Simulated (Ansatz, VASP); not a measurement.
**ZrN: VASP beside Ansatz**

```
Zr N
1.0
     0.00000    2.29735    2.29735
     2.29735    0.00000    2.29735
     2.29735    2.29735    0.00000
Zr N
1 1
Direct
  0.50000 0.50000 0.50000
  0.00000 0.00000 0.00000
```

Alike in both runs: functional PBE; k mesh 16 × 16 × 16; occupations gaussian, width 0.1 eV; no spin polarisation.

Ansatz relaxed the structure, and its values are those at the end. VASP's run is a single point on that final structure, the one shown.

```csv
,VASP,Ansatz
version,VASP 6.6.1,Ansatz 0.2.0
potentials or method,"VASP PAW PBE potentials, release 64 (Zr_sv, N), cutoff 600 eV","scalar-relativistic, plane waves, PAW"
valence electrons in the cell,17,17
```

VASP gave:

- gap on the k mesh at the Fermi level (eV): none
- pressure (GPa): 0.1

Question: What did Ansatz give for the same quantities?

Answer: gap on the k mesh at the Fermi level (eV): none; pressure (GPa): 0.0.

A gap of «none» marks a metal or a gap that the smearing closes.
